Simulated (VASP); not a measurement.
# Al3Cu (Pm-3m) in VASP: a series of runs

Al3Cu is run at these levels: LDA; tasks: single point.

Everything below comes from runs of VASP 6.6.1. Logs are shortened: lines on timing, memory, paths and dates and some standing lists are left out, and cuts for length are marked.

## Step 1: The cell of the first run

Symmetry: Pm-3m, No. 221, cubic system. The conventional cell has a = 3.749 Å, b = 3.749 Å, c = 3.749 Å, α = 90.00°, β = 90.00°, γ = 90.00°. Within 3.5 Å of Al (site symmetry 4/mmm) lie 8 Al at 2.65 Å and 4 Cu at 2.65 Å. Cu (site symmetry m-3m) has 12 Al at 2.65 Å within 3.5 Å.

## Step 2: Single point, LDA (13.18 Å³/atom)

Input file INCAR:

```
SYSTEM = Al3Cu
ALGO     = Fast           ! electronic algorithm
EDIFF    = 1E-6           ! SCF threshold, eV
ENCUT    = 520            ! plane-wave cutoff, eV
GGA      = CA             ! functional
ISIF     = 2              ! what is computed and relaxed
ISMEAR   = 0              ! smearing method
LASPH    = .TRUE.         ! aspherical terms in the spheres
LCHARG   = .FALSE.        ! write CHGCAR
LREAL    = .FALSE.        ! projectors in reciprocal space
LWAVE    = .FALSE.        ! write WAVECAR
NBANDS   = 18             ! bands
NELM     = 60             ! most SCF steps
PREC     = Accurate       ! precision mode
SIGMA    = 0.15           ! smearing width, eV
```

Input file KPOINTS:

```
k-points
0
G
  12 12 12
  0 0 0
```

Input file POSCAR:

```
Al3Cu
1.0
    3.7491850081      0.0000000000      0.0000000000
    0.0000000000      3.7491850081      0.0000000000
    0.0000000000      0.0000000000      3.7491850081
Al Cu
3 1
Direct
    0.0000000000      0.5000000000      0.5000000000
    0.5000000000      0.0000000000      0.5000000000
    0.5000000000      0.5000000000      0.0000000000
    0.0000000000      0.0000000000      0.0000000000
```

Potentials or basis: VASP PAW LDA potentials, release 64 (Al, Cu).

Started as:

```sh
$ cat potpaw_LDA.64/Al/POTCAR potpaw_LDA.64/Cu/POTCAR > POTCAR
$ mpirun -np 1 vasp_std > vasp.out
```

OUTCAR:

```text
SYSTEM = Al3Cu
   EDIFF = 1E-6
   ENCUT = 520
   GGA = CA
   ISIF = 2
   ISMEAR = 0
   LASPH = .TRUE.
   LREAL = .FALSE.
   NELM = 60
   PREC = Accurate

 ion  position               nearest neighbor table
   1  0.000  0.500  0.500-   2 2.65   3 2.65   4 2.65   3 2.65   4 2.65   2 2.65   4 2.65   4 2.65
                             2 2.65   3 2.65   3 2.65   2 2.65
   2  0.500  0.000  0.500-   1 2.65   3 2.65   4 2.65   3 2.65   4 2.65   1 2.65   3 2.65   3 2.65
                             1 2.65   4 2.65   4 2.65   1 2.65
   3  0.500  0.500  0.000-   1 2.65   2 2.65   4 2.65   1 2.65   2 2.65   2 2.65   4 2.65   2 2.65
                             1 2.65   4 2.65   1 2.65   4 2.65
   4  0.000  0.000  0.000-   1 2.65   2 2.65   3 2.65   1 2.65   2 2.65   1 2.65   3 2.65   1 2.65
                             2 2.65   3 2.65   2 2.65   3 2.65

  LATTYP: Found a simple cubic cell.
 ALAT       =     3.7491850081

  Lattice vectors:

 A1 = (   3.7491850081,   0.0000000000,   0.0000000000)
 A2 = (   0.0000000000,   3.7491850081,   0.0000000000)
 A3 = (   0.0000000000,   0.0000000000,   3.7491850081)

Analysis of symmetry for initial positions (statically):
=====================================================================
 Subroutine PRICEL returns:
 Original cell was already a primitive cell.

 Routine SETGRP: Setting up the symmetry group for a
 simple cubic supercell.

 Subroutine GETGRP returns: Found 48 space group operations
 (whereof 48 operations were pure point group operations)
 out of a pool of 48 trial point group operations.

The static configuration has the point symmetry O_h .

Analysis of symmetry for dynamics (positions and initial velocities):
=====================================================================
 Subroutine PRICEL returns:
 Original cell was already a primitive cell.

 Routine SETGRP: Setting up the symmetry group for a
 simple cubic supercell.

 Subroutine GETGRP returns: Found 48 space group operations
 (whereof 48 operations were pure point group operations)
 out of a pool of 48 trial point group operations.

The dynamic configuration has the point symmetry O_h .

 Subroutine INISYM returns: Found 48 space group operations
 (whereof 48 operations are pure point group operations),
 and found     1 'primitive' translations
[... 97 lines left out ...]
   ENCUT  =  520.0 eV  38.22 Ry    6.18 a.u.   6.97  6.97  6.97*2*pi/ulx,y,z
   NELM   =     60;   NELMIN=  2; NELMDL= -5     # of ELM steps
   EDIFF  = 0.1E-05   stopping-criterion for ELM
   LREAL  =      F    real-space projection
   EDIFFG = 0.1E-04   stopping-criterion for IOM
   NSW    =      0    number of steps for IOM
   IBRION =     -1    ionic relax: 0-MD 1-quasi-New 2-CG
   NFREE  =      0    steps in history (QN), initial steepest desc. (CG)
   ISIF   =      2    stress and relaxation
   ISYM   =      2    0-nonsym 1-usesym 2-fastsym
   POTIM  = 0.5000    time-step for ionic-motion
   TEBEG  =    0.0;   TEEND  =   0.0 temperature during run
   PSTRESS=    0.0 pullay stress
   NELECT =      20.0000    total number of electrons
   NUPDOWN=      -1.0000    fix difference up-down
   EMIN   =  10.00;   EMAX   =-10.00  energy-range for DOS
   EFERMI =   0.00;   METHOD = LEGACY
   ISMEAR =     0;   SIGMA  =   0.15  broadening in eV -4-tet -1-fermi 0-gaus
   EFERMI_NEDOS =   21; number of points for ismear=-14 and -15
   IALGO  =     68    algorithm
   IMIX   =      4    mixing-type and parameters
     AMIX     =   0.40;   BMIX     =  1.00
     AMIX_MAG =   1.60;   BMIX_MAG =  1.00
  volume/ion in A,a.u.               =      13.18        88.91
  Fermi-wavevector in a.u.,A,eV,Ry     =   1.185263  2.239822 19.114114  1.404848
  Thomas-Fermi vector in A             =   2.321460
   LORBIT       =      0    0 simple, 1 ext, 2 COOP (PROOUT), +10 PAW based schemes
   GGA     = CA    functional components
   LHFCALC =     F    Hartree Fock is set to
   AEXX    =    0.0000 exact exchange contribution
   IVDW    =     0    specifies the selected vdW correction
   LEPSILON=     F    determine dielectric tensor
   LRPA    =     F    only Hartree local field effects (RPA)
 non-spin polarized calculation
 RMM-DIIS sequential band-by-band and
 Gauss-broadening in eV      SIGMA  =   0.15
  energy-cutoff  :      520.00
  volume of cell :       52.70
 maximum number of plane-waves:      1452
 NGX is ok and might be reduce to    28
   NGX = 13   NGY = 13   NGZ = 13

 number of electron      20.0000013 magnetization

 Free energy of the ion-electron system (eV)
  ---------------------------------------------------
  ext. energy  EPLUGINS =         0.00000000
  ---------------------------------------------------
  free energy    TOTEN  =       -17.26394022 eV

  energy without entropy =      -17.25056905  energy(sigma->0) =      -17.25725464

 E-fermi :   9.6004     XC(G=0): -11.5216

 val. band max:        9.5748190858   @ k =   0.5000   0.2500   0.0833
 cond. band min:       9.6389060131   @ k =   0.2500   0.2500   0.0833
 fundamental gap:      0.0640869273
 Fermi energy:         9.6004025941

 k-point     1 :       0.0000    0.0000    0.0000
  band No.  band energies     occupation
      1      -2.4877      2.00000
      2       4.6907      2.00000
      3       4.6907      2.00000
      4       5.4923      2.00000
      5       5.4923      2.00000
      6       5.4923      2.00000
[... 481 lines left out ...]
      5       5.1988      2.00000
      6       5.2937      2.00000
[... 10 lines left out ...]
     17      17.1317      0.00000
     18      17.5059      0.00000

 [... further k-points ...]

------------------------ aborting loop because EDIFF is reached ----------------------------------------

  FORCE on cell =-STRESS in cart. coord.  units (eV):
  Direction    XX          YY          ZZ          XY          YZ          ZX
  --------------------------------------------------------------------------------------
  -------------------------------------------------------------------------------------
  Total        3.5901082      3.5901082      3.5901082      0.0000000      0.0000000     -0.0000000
  in kB      109.1459191    109.1459191    109.1459191      0.0000000      0.0000000     -0.0000000
  external PRESSURE =     109.1459191 kB  Pullay stress =       0.0000000 kB

 VOLUME and BASIS-vectors are now :
 -----------------------------------------------------------------------------
  energy-cutoff  :      520.00
  volume of cell :       52.70
      direct lattice vectors                 reciprocal lattice vectors
     3.749185008  0.000000000  0.000000000     0.266724634  0.000000000  0.000000000
     0.000000000  3.749185008  0.000000000     0.000000000  0.266724634  0.000000000
     0.000000000  0.000000000  3.749185008     0.000000000  0.000000000  0.266724634

 POSITION                                       TOTAL-FORCE (eV/Angst)
 -----------------------------------------------------------------------------------
      0.00000      1.87459      1.87459         0.000000      0.000000      0.000000
      1.87459      0.00000      1.87459         0.000000      0.000000      0.000000
      1.87459      1.87459      0.00000         0.000000      0.000000      0.000000
      0.00000      0.00000      0.00000         0.000000      0.000000      0.000000
 -----------------------------------------------------------------------------------
    total drift:                               -0.000000     -0.000000     -0.000000

  FREE ENERGIE OF THE ION-ELECTRON SYSTEM (eV)
  ---------------------------------------------------
  free  energy   TOTEN  =       -17.2639402235 eV

  energy  without entropy=      -17.2505690541  energy(sigma->0) =      -17.25725464
```

OSZICAR:

```text
N       E                     dE             d eps       ncg     rms          rms(c)
DAV:   1     0.745032319675E+02    0.74503E+02   -0.83788E+03  3066   0.119E+03
DAV:   2    -0.156898000570E+02   -0.90193E+02   -0.83927E+02  3104   0.223E+02
DAV:   3    -0.202458245111E+02   -0.45560E+01   -0.43925E+01  4110   0.554E+01
DAV:   4    -0.203452048095E+02   -0.99380E-01   -0.98961E-01  4422   0.682E+00
DAV:   5    -0.203468285345E+02   -0.16237E-02   -0.16236E-02  4224   0.816E-01    0.181E+01
RMM:   6    -0.254091809569E+02   -0.50624E+01   -0.65791E+01  3891   0.117E+02    0.167E+01
RMM:   7    -0.176509457176E+02    0.77582E+01   -0.21203E+01  3426   0.688E+01    0.394E+00
RMM:   8    -0.172913573904E+02    0.35959E+00   -0.21551E+00  3416   0.225E+01    0.107E+00
RMM:   9    -0.172728605825E+02    0.18497E-01   -0.19214E-01  3534   0.229E+00    0.771E-01
RMM:  10    -0.172645833351E+02    0.82772E-02   -0.37611E-02  3763   0.241E+00    0.209E-01
RMM:  11    -0.172638751994E+02    0.70814E-03   -0.76121E-03  4031   0.711E-01    0.123E-01
RMM:  12    -0.172639611956E+02   -0.85996E-04   -0.25785E-03  4102   0.735E-01    0.967E-02
RMM:  13    -0.172639649396E+02   -0.37440E-05   -0.11512E-03  3970   0.325E-01    0.628E-02
RMM:  14    -0.172639247889E+02    0.40151E-04   -0.30732E-04  3948   0.250E-01    0.180E-02
RMM:  15    -0.172639391921E+02   -0.14403E-04   -0.16078E-04  4252   0.888E-02    0.964E-03
RMM:  16    -0.172639434872E+02   -0.42951E-05   -0.19382E-05  3816   0.532E-02    0.168E-02
RMM:  17    -0.172639400796E+02    0.34075E-05   -0.25273E-05  3666   0.706E-02    0.864E-03
RMM:  18    -0.172639402235E+02   -0.14387E-06   -0.57421E-06  2890   0.196E-02
   1 F= -.17263940E+02 E0= -.17257255E+02  d E =-.133712E-01
```

Wall time 58 s (1 thread of Intel Xeon Platinum 8488C (Sapphire Rapids), shared host); peak memory 0.19 GiB.

Results:

- Free energy: -17.2639 eV
- Pressure: 10.9 GPa
- Band gap on the k mesh: zero (bands 10 and 11 overlap by 4.09 eV)

Caveat: the cell stands under pressure.

## Step 3: Single point, LDA (13.56 Å³/atom)

This run uses another cell than the first one, of 13.56 Å³/atom.

Input file INCAR:

```
SYSTEM = Al3Cu
  ALGO = Normal
  EDIFF = 1E-6
  ENCUT = 520
  GGA = CA
  ISIF = 2
  ISMEAR = 0
  LASPH = .True.
  LCHARG = .False.
  LREAL = .False.
  LWAVE = .False.
  NBANDS = 18
  NELM = 60
  PREC = Accurate
  SIGMA = 0.15
```

Input file KPOINTS:

```
k-points
0
Gamma
  12 12 12
  0 0 0
```

Input file POSCAR:

```
Al3Cu
1.0
    3.7850753469      0.0000000000      0.0000000000
    0.0000000000      3.7850753469      0.0000000000
    0.0000000000      0.0000000000      3.7850753469
Al Cu
3 1
Direct
    0.0000000000      0.5000000000      0.5000000000
    0.5000000000      0.0000000000      0.5000000000
    0.5000000000      0.5000000000      0.0000000000
    0.0000000000      0.0000000000      0.0000000000
```

Potentials or basis: VASP PAW LDA potentials, release 64 (Al, Cu).

Started as:

```sh
$ cat potpaw_LDA.64/Al/POTCAR potpaw_LDA.64/Cu/POTCAR > POTCAR
$ mpirun -np 1 vasp_std > vasp.out
```

Wall time 58 s (1 thread of Intel Xeon Platinum 8488C (Sapphire Rapids), shared host); peak memory 0.19 GiB.

It converged, with:

* Free energy: -17.3491 eV
* Pressure: 6.8 GPa
* Band gap on the k mesh: zero (bands 10 and 11 overlap by 4.12 eV)

Levels at points of the mesh, in eV from the Fermi level:
```csv
k point,band 8,band 9,band 10,band 11,band 12,band 13
"(0.00, 0.00, 0.00)",-2.59,-2.59,-0.73,0.70,0.70,6.89
"(0.50, 0.00, 0.00)",0.17,0.17,0.36,0.36,0.59,2.43
"(0.50, 0.50, 0.00)",-3.65,-3.36,1.34,3.17,3.17,3.33
"(0.50, 0.50, 0.50)",-3.75,-3.75,-2.69,-1.94,-1.94,-1.94
```

Caveat: the cell stands under pressure.

## Step 4: Single point, LDA (13.94 Å³/atom)

This run uses another cell than the first one, of 13.94 Å³/atom.

Input file INCAR:

```
SYSTEM = Al3Cu
PREC     = Accurate       ! precision mode
ENCUT    = 520            ! plane-wave cutoff, eV
EDIFF    = 1E-7           ! SCF threshold, eV
ISMEAR   = 0              ! smearing method
SIGMA    = 0.15           ! smearing width, eV
LREAL    = .False.        ! projectors in reciprocal space
LASPH    = .True.         ! aspherical terms in the spheres
NELM     = 80             ! most SCF steps
ALGO     = Fast           ! electronic algorithm
ISIF     = 2              ! what is computed and relaxed
LWAVE    = .False.        ! write WAVECAR
LCHARG   = .True.         ! write CHGCAR
LELF     = .True.         ! ELF
LVHAR    = .True.       
NBANDS   = 18             ! bands
```

Input file KPOINTS:

```
Automatic mesh
0
Gamma
  12 12 12
  0 0 0
```

Input file POSCAR:

```
Al3Cu
1.0
    3.8202976660      0.0000000000      0.0000000000
    0.0000000000      3.8202976660      0.0000000000
    0.0000000000      0.0000000000      3.8202976660
Al Cu
3 1
Direct
    0.0000000000      0.5000000000      0.5000000000
    0.5000000000      0.0000000000      0.5000000000
    0.5000000000      0.5000000000      0.0000000000
    0.0000000000      0.0000000000      0.0000000000
```

Started as:

```sh
$ cat potpaw_LDA.64/Al/POTCAR potpaw_LDA.64/Cu/POTCAR > POTCAR
$ mpirun -np 1 vasp_std > vasp.out
```

Run time: 1.9 min. Hardware: 1 thread of Intel Xeon Platinum 8488C (Sapphire Rapids), shared host; peak memory 0.19 GiB.

It converged, with:

```
Free energy            : -17.3981 eV
Pressure               : 3.4 GPa
Band gap on the k mesh : zero (bands 10 and 11 overlap by 4.15 eV)
```

Levels at points of the mesh, in eV from the Fermi level:
```csv
k point,band 8,band 9,band 10,band 11,band 12,band 13
"(0.00, 0.00, 0.00)",-2.53,-2.53,-0.67,0.63,0.63,6.73
"(0.50, 0.00, 0.00)",0.20,0.20,0.35,0.35,0.65,2.24
"(0.50, 0.50, 0.00)",-3.57,-3.29,1.34,3.10,3.10,3.33
"(0.50, 0.50, 0.50)",-3.65,-3.65,-2.63,-1.94,-1.94,-1.94
```

Caveat: the cell stands under pressure.

## Step 5: Summary

```csv
cell,gap on the mesh (eV),pressure (GPa)
"a = 3.749 Å, 4 atoms",none,10.9
"a = 3.785 Å, 4 atoms",none,6.8
"a = 3.820 Å, 4 atoms",none,3.4
```

Alike in all rows: task single point; level LDA; potentials or basis VASP PAW LDA potentials, release 64 (Al, Cu); no spin polarisation; k mesh 12 × 12 × 12; cutoff (eV) 520; smearing gaussian 0.15 eV.

Caveats: the cell stands under pressure.

Total energies depend on the potentials used, so only differences within one code and one set of settings carry meaning.
